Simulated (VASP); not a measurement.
Crystal: ZrS.

```xyz
2
Lattice="0.0000 2.5281 2.5281 2.5281 0.0000 2.5281 2.5281 2.5281 0.0000" Properties=species:S:1:pos:R:3 pbc="T T T"
Zr    0.0000    0.0000    0.0000
S     2.5281    2.5281    2.5281
```

Base run:

- Program: VASP 6.6.1
- Functional: LDA
- Potentials or basis: VASP PAW LDA potentials, release 64 (Zr_sv, S)
- Cutoff: 520 eV
- k mesh: 16 × 16 × 16
- Occupations: gaussian, width 0.15 eV
- Spin: collinear spin
- Starting moments: [0.4, 0.0] μB
- Fixed moment: 0.4 μB

Its results: pressure 8.7 GPa; site moments Zr +0.23; S +0.02 μB.

The run is repeated on the same cell with these changes: fixed moment from 0.4 μB to 0.8 μB; moments at the start from [0.4, 0.0] to [0.8, 0.0]. What comes out?

Pressure 10.0 GPa; site moments Zr +0.46; S +0.04 μB.

Caveats: the cell stands under pressure; the total moment is fixed, so each spin has its own Fermi level and the state may be an excited one.
